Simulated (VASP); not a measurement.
# EuCo2H2 in VASP: single point with r2SCAN

Aim: the single point of EuCo2H2 with r2SCAN.

Program: VASP 6.6.1. These are calculated values, not measurements. Logs are shortened: lines on timing, memory, paths and dates and some standing lists are left out, and cuts for length are marked.

### Step 1. The cell of the first run

The typed cell holds 5 atoms: a = 4.150 Å, b = 4.150 Å, c = 4.490 Å, α = 90.00°, β = 90.00°, γ = 60.00°.

### Step 2. Single point, r2SCAN, collinear spin, ferrimagnetic start

POSCAR

```
EuCo2H2
1.0
    2.0750603300      3.5941067700      0.0000000000
   -2.0750603300      3.5941067700      0.0000000000
    0.0000000000      0.0000000000      4.4896556000
H Eu Co
2 1 2
Direct
    0.3333000000      0.3334000000      0.1232000000
    0.6667000000      0.6666000000      0.8768000000
    0.0000000000      0.0000000000      0.0000000000
    0.3333000000      0.3334000000      0.4680000000
    0.6667000000      0.6666000000      0.5320000000
```

INCAR.step1

```
PREC = Accurate
ENCUT = 520
ISMEAR = -1
SIGMA = 0.1
LREAL = False
LASPH = True
NELM = 150
ISPIN = 2
MAGMOM = 0 0 -7.15 1.81 1.81
LMAXMIX = 6
NBANDS = 30
GGA = PE
ALGO = Normal
EDIFF = 1E-4
LWAVE = True
LCHARG = False
```

INCAR.step2

```
PREC = Accurate
ENCUT = 520
EDIFF = 1E-6
ISMEAR = -1
SIGMA = 0.1
LREAL = False
LASPH = True
NELM = 150
ALGO = Normal
ISIF = 2
LWAVE = False
LCHARG = False
ISPIN = 2
MAGMOM = 0 0 -7.15 1.81 1.81
LORBIT = 11
LMAXMIX = 6
METAGGA = R2SCAN
LMIXTAU = True
NBANDS = 30
ISTART = 1
```

KPOINTS

```
regular mesh
0
Gamma
  6 6 5
```

Potentials or basis: VASP PAW PBE potentials, release 64 (H, Eu, Co).

The run is started by

```bash
$ cat potpaw_PBE.64/H/POTCAR potpaw_PBE.64/Eu/POTCAR potpaw_PBE.64/Co/POTCAR > POTCAR
$ cp INCAR.step1 INCAR
$ mpirun -np 1 vasp_std > vasp.out
$ cp INCAR.step2 INCAR
$ mpirun -np 1 vasp_std > vasp.out
```

OUTCAR:

```text
PREC = Accurate
   ENCUT = 520
   EDIFF = 1E-6
   ISMEAR = -1
   LREAL = False
   LASPH = True
   NELM = 150
   ISIF = 2
   ISPIN = 2
   LORBIT = 11
   METAGGA = R2SCAN
   ISTART = 1

 ion  position               nearest neighbor table
   1  0.333  0.333  0.123-   4 1.55
   2  0.667  0.667  0.877-   5 1.55
   3  0.000  0.000  0.000-   5 3.19   4 3.19   5 3.19   4 3.19   5 3.19   4 3.19
   4  0.333  0.333  0.468-   1 1.55   5 2.41   5 2.41   5 2.41   3 3.19   3 3.19   3 3.19
   5  0.667  0.667  0.532-   2 1.55   4 2.41   4 2.41   4 2.41   3 3.19   3 3.19   3 3.19

  LATTYP: Found a hexagonal cell.
 ALAT       =     4.1501179317
 C/A-ratio  =     1.0818139807

  Lattice vectors:

 A1 = (   2.0750603300,  -3.5941067700,   0.0000000000)
 A2 = (   2.0750603300,   3.5941067700,   0.0000000000)
 A3 = (   0.0000000000,   0.0000000000,   4.4896556000)

Analysis of symmetry for initial positions (statically):
=====================================================================
 Subroutine PRICEL returns:
 Original cell was already a primitive cell.

 Routine SETGRP: Setting up the symmetry group for a
 hexagonal supercell.

 Subroutine GETGRP returns: Found  4 space group operations
 (whereof  4 operations were pure point group operations)
 out of a pool of 24 trial point group operations.

The static configuration has the point symmetry C_2h.

Analysis of symmetry for dynamics (positions and initial velocities):
=====================================================================
 Subroutine PRICEL returns:
 Original cell was already a primitive cell.

 Routine SETGRP: Setting up the symmetry group for a
 hexagonal supercell.

 Subroutine GETGRP returns: Found  4 space group operations
 (whereof  4 operations were pure point group operations)
 out of a pool of 24 trial point group operations.

The dynamic configuration has the point symmetry C_2h.

Analysis of structural, dynamic, and magnetic symmetry:
=====================================================================
 Subroutine PRICEL returns:
 Original cell was already a primitive cell.

 Routine SETGRP: Setting up the symmetry group for a
 hexagonal supercell.

 Subroutine GETGRP returns: Found  4 space group operations
 (whereof  4 operations were pure point group operations)
 out of a pool of 24 trial point group operations.

The overall configuration has the point symmetry C_2h.

 Subroutine INISYM returns: Found  4 space group operations
 (whereof  4 operations are pure point group operations),
 and found     1 'primitive' translations

----------------------------------------------------------------------------------------

                                     Primitive cell

  volume of cell :      66.9676

  direct lattice vectors                    reciprocal lattice vectors
     2.075060330  3.594106770  0.000000000     0.240956850  0.139116624  0.000000000
    -2.075060330  3.594106770  0.000000000    -0.240956850  0.139116624  0.000000000
     0.000000000  0.000000000  4.489655600     0.000000000  0.000000000  0.222734234

  length of vectors
     4.150117932  4.150117932  4.489655600     0.278233065  0.278233065  0.222734234

  position of ions in fractional coordinates (direct lattice)
     0.333300000  0.333400000  0.123200000
     0.666700000  0.666600000  0.876800000
     0.000000000  0.000000000  0.000000000
     0.333300000  0.333400000  0.468000000
     0.666700000  0.666600000  0.532000000

  ion indices of the primitive-cell ions
   primitive index   ion index
                 1           1
                 2           2
                 3           3
                 4           4
                 5           5

----------------------------------------------------------------------------------------

 KPOINTS: regular mesh

Automatic generation of k-mesh.
 Grid dimensions read from file:
 generate k-points for:    6    6    5

 Generating k-lattice:

  Cartesian coordinates                     Fractional coordinates (reciprocal lattice)
     0.040159475  0.023186104  0.000000000     0.166666667  0.000000000  0.000000000
    -0.040159475  0.023186104  0.000000000     0.000000000  0.166666667  0.000000000
     0.000000000  0.000000000  0.044546847     0.000000000  0.000000000  0.200000000

  Length of vectors
     0.046372178  0.046372178  0.044546847

  Shift w.r.t. Gamma in fractional coordinates (k-lattice)
     0.000000000  0.000000000  0.000000000

 Subroutine IBZKPT returns following result:
 ===========================================

 Found     55 irreducible k-points:

 Following reciprocal coordinates:
            Coordinates               Weight
  0.000000  0.000000  0.000000      1.000000
  0.166667  0.000000  0.000000      4.000000
  0.000000  0.166667  0.000000      2.000000
  0.333333  0.000000  0.000000      4.000000
  0.000000  0.333333  0.000000      2.000000
  0.500000  0.000000  0.000000      2.000000
[... 16 lines left out ...]
  0.500000  0.000000  0.200000      4.000000
  0.000000  0.500000  0.200000      2.000000
 [... further k-points ...]
   k-points           NKPTS =     55   k-points in BZ     NKDIM =     55   number of bands    NBANDS=     30
   number of dos      NEDOS =    301   number of ions     NIONS =      5
   total plane-waves  NPLWV =  36864
   dimension x,y,z NGX =    32 NGY =   32 NGZ =   36
   dimension x,y,z NGXF=    64 NGYF=   64 NGZF=   72
   ions per type =               2   1   2
   NGX,Y,Z   is equivalent  to a cutoff of  12.82, 12.82, 13.33 a.u.
   NGXF,Y,Z  is equivalent  to a cutoff of  25.64, 25.64, 26.66 a.u.
 SYSTEM =  unknown system
   PREC   = accura    normal or accurate (medium, high low for compatibility)
   ISTART =      1    job   : 0-new  1-cont  2-samecut
   ICHARG =      0    charge: 1-file 2-atom 10-const
   ISPIN  =      2    spin polarized calculation?
   LNONCOLLINEAR =      F non collinear calculations
   LSORBIT =      F    spin-orbit coupling
   LASPH  =      T    aspherical Exc in radial PAW
   ENCUT  =  520.0 eV  38.22 Ry    6.18 a.u.   7.72  7.72  8.35*2*pi/ulx,y,z
   NELM   =    150;   NELMIN=  2; NELMDL=  0     # of ELM steps
   EDIFF  = 0.1E-05   stopping-criterion for ELM
   LREAL  =      F    real-space projection
   EDIFFG = 0.1E-04   stopping-criterion for IOM
   NSW    =      0    number of steps for IOM
   IBRION =     -1    ionic relax: 0-MD 1-quasi-New 2-CG
   NFREE  =      0    steps in history (QN), initial steepest desc. (CG)
   ISIF   =      2    stress and relaxation
   ISYM   =      2    0-nonsym 1-usesym 2-fastsym
   POTIM  = 0.5000    time-step for ionic-motion
   TEBEG  =    0.0;   TEEND  =   0.0 temperature during run
   PSTRESS=    0.0 pullay stress
   NELECT =      37.0000    total number of electrons
   NUPDOWN=      -1.0000    fix difference up-down
   EMIN   =  10.00;   EMAX   =-10.00  energy-range for DOS
   EFERMI =   0.00;   METHOD = LEGACY
   ISMEAR =    -1;   SIGMA  =   0.10  broadening in eV -4-tet -1-fermi 0-gaus
   EFERMI_NEDOS =   21; number of points for ismear=-14 and -15
   IALGO  =     38    algorithm
   IMIX   =      4    mixing-type and parameters
     AMIX     =   0.40;   BMIX     =  1.00
     AMIX_MAG =   1.60;   BMIX_MAG =  1.00
  volume/ion in A,a.u.               =      13.39        90.38
  Fermi-wavevector in a.u.,A,eV,Ry     =   1.343344  2.538552 24.552699  1.804572
  Thomas-Fermi vector in A             =   2.471425
   LORBIT       =     11    0 simple, 1 ext, 2 COOP (PROOUT), +10 PAW based schemes
   METAGGA = R2SCAN    functional components
   LHFCALC =     F    Hartree Fock is set to
   AEXX    =    0.0000 exact exchange contribution
   IVDW    =     0    specifies the selected vdW correction
   LEPSILON=     F    determine dielectric tensor
   LRPA    =     F    only Hartree local field effects (RPA)
 spin polarized calculation
  energy-cutoff  :      520.00
  volume of cell :       66.97
 maximum number of plane-waves:      1835
   NGX = 15   NGY = 15   NGZ = 17

 number of electron      37.0000003 magnetization      -3.3264953

 Free energy of the ion-electron system (eV)
  ---------------------------------------------------
  ext. energy  EPLUGINS =         0.00000000
  ---------------------------------------------------
  free energy    TOTEN  =       -73.05605937 eV

  energy without entropy =      -72.89755999  energy(sigma->0) =      -72.97680968

 E-fermi :   4.3285     XC(G=0): -11.4514

 val. band max:        4.3226928691   @ k =   0.3333   0.1667   0.2000
 cond. band min:       4.3389476784   @ k =   0.0000   0.5000   0.0000
 fundamental gap:      0.0162548094
 Fermi energy:         4.3285062257

 spin component 1

 k-point     1 :       0.0000    0.0000    0.0000
  band No.  band energies     occupation
      1     -34.6420      1.00000
      2     -13.7771      1.00000
      3     -13.6935      1.00000
      4     -13.6935      1.00000
      5      -3.6472      1.00000
      6      -0.4399      1.00000
[... 781 lines left out ...]
     29      11.1906      0.00000
     30      11.3345      0.00000

 [... further k-points ...]

 spin component 2

 k-point     1 :       0.0000    0.0000    0.0000
  band No.  band energies     occupation
      1     -38.2114      1.00000
      2     -16.2740      1.00000
      3     -16.1918      1.00000
      4     -16.1918      1.00000
      5      -3.8597      1.00000
      6       0.2606      1.00000
[... 781 lines left out ...]
     29      10.1186      0.00000
     30      10.3467      0.00000

 [... further k-points ...]
[... 5 lines left out ...]
  --------------------------------------------------------------------------------------
  -------------------------------------------------------------------------------------
  Total       -3.6339171     -3.6342205      0.6331814     -0.0002683     -0.0003542      0.0006138
  in kB      -86.9402478    -86.9475069     15.1486535     -0.0064185     -0.0084733      0.0146839
  external PRESSURE =     -52.9130337 kB  Pullay stress =       0.0000000 kB

 VOLUME and BASIS-vectors are now :
 -----------------------------------------------------------------------------
  energy-cutoff  :      520.00
  volume of cell :       66.97
      direct lattice vectors                 reciprocal lattice vectors
     2.075060330  3.594106770  0.000000000     0.240956850  0.139116624  0.000000000
    -2.075060330  3.594106770  0.000000000    -0.240956850  0.139116624  0.000000000
     0.000000000  0.000000000  4.489655600     0.000000000  0.000000000  0.222734234

 POSITION                                       TOTAL-FORCE (eV/Angst)
 -----------------------------------------------------------------------------------
     -0.00021      2.39619      0.55313         0.000394     -0.000228     -0.537272
      0.00021      4.79202      3.93653        -0.000394      0.000228      0.537272
      0.00000      0.00000      0.00000        -0.000000      0.000000      0.000000
     -0.00021      2.39619      2.10116         0.001376     -0.000794      0.179987
      0.00021      4.79202      2.38850        -0.001376      0.000794     -0.179987
 -----------------------------------------------------------------------------------
    total drift:                                0.000000     -0.000000     -0.000000

  FREE ENERGIE OF THE ION-ELECTRON SYSTEM (eV)
  ---------------------------------------------------
  free  energy   TOTEN  =       -73.0560593671 eV

  energy  without entropy=      -72.8975599904  energy(sigma->0) =      -72.97680968

 total charge

# of ion       s       p       d       f       tot
--------------------------------------------------
    1        0.558   0.017   0.000   0.000   0.574
    2        0.558   0.017   0.000   0.000   0.574
    3        2.046   5.790   0.357   6.517  14.710
    4        0.523   0.412   7.210   0.000   8.145
    5        0.523   0.412   7.210   0.000   8.145
--------------------------------------------------
tot          4.207   6.646  14.778   6.517  32.148

 magnetization (x)

# of ion       s       p       d       f       tot
--------------------------------------------------
    1        0.002  -0.000   0.000   0.000   0.001
    2        0.002  -0.000   0.000   0.000   0.001
    3        0.017   0.181  -0.086  -6.489  -6.378
    4        0.000  -0.049   1.892   0.000   1.844
    5        0.000  -0.049   1.892   0.000   1.844
--------------------------------------------------
tot          0.021   0.083   3.698  -6.489  -2.687
```

Run time: 25 min. Hardware: 1 thread of Intel Xeon 8259CL, shared host; peak memory 0.38 GiB.

Results:

```
Free energy                                           : -73.0561 eV
Pressure                                              : -5.3 GPa
Largest force                                         : 0.537 eV/Å
Net moment                                            : -3.33 μB per cell
Site moments                                          : H +0.00; Eu -6.38; Co +1.84 μB
Valence electrons inside the program's atomic spheres : H 0.57; Eu 14.71; Co 8.14
```

Forces in eV/Å, atoms in the order of the input:
```
H    0.000  0.000 -0.537
H    0.000  0.000  0.537
Eu   0.000  0.000  0.000
Co   0.001 -0.001  0.180
Co  -0.001  0.001 -0.180
```

Stress tensor (GPa, compression positive):
```
-8.69  0.00  0.00
 0.00 -8.69  0.00
 0.00  0.00  1.51
```

Caveat: the cell stands under tension; the PAW data sets were made with another functional, which shifts forces and pressure a little; spin-orbit coupling is left out, which moves the levels of the heavy elements; semilocal functionals describe open f shells poorly, which spoils levels, moments and volumes. The state reached can hang on the start; a lower one may exist.
